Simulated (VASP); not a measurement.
Input of a VASP 6.6.1 run:

File INCAR:

```
PREC     = Accurate       # precision mode
ENCUT    = 520            # plane-wave cutoff, eV
EDIFF    = 1E-7           # SCF threshold, eV
ISMEAR   = 0              # smearing method
SIGMA    = 0.1            # smearing width, eV
LREAL    = False          # projectors in reciprocal space
LASPH    = True           # aspherical terms in the spheres
NELM     = 100            # most SCF steps
ALGO     = Normal         # electronic algorithm
ISIF     = 2              # what is computed and relaxed
LWAVE    = False          # write WAVECAR
LCHARG   = False          # write CHGCAR
GGA      = PE             # functional
NBANDS   = 22             # bands
```

Contents of KPOINTS:

```
Automatic mesh
0
Gamma
  14 14 14
```

The input POSCAR:

```
B
1.0
    0.0000000000      4.0922764941      4.4949704230
    1.6576132827      0.0000000000      4.4949704230
    1.6576132827      4.0922764941      0.0000000000
B
8
Direct
    0.1963370443      0.8036629557      0.1963370443
    0.8036629557      0.1963370443      0.8036629557
    0.0536629557      0.4463370443      0.0536629557
    0.4463370443      0.0536629557      0.4463370443
    0.0919017761      0.0919017761      0.9080982239
    0.9080982239      0.9080982239      0.0919017761
    0.3419017761      0.3419017761      0.1580982239
    0.1580982239      0.1580982239      0.3419017761
```

Potentials or basis: VASP PAW PBE potentials, release 64 (B).

Run with:

```console
$ cat potpaw_PBE.64/B/POTCAR > POTCAR
$ mpirun -np 1 vasp_std > vasp.out
```

(1) What does it give for the pressure?

(2) What does it give for the band gap on the k mesh?

## Answers

(1) 0.0 GPa.

(2) zero (band 12 reaches 6.06 eV, above the bottom of band 13 at 4.93 eV).
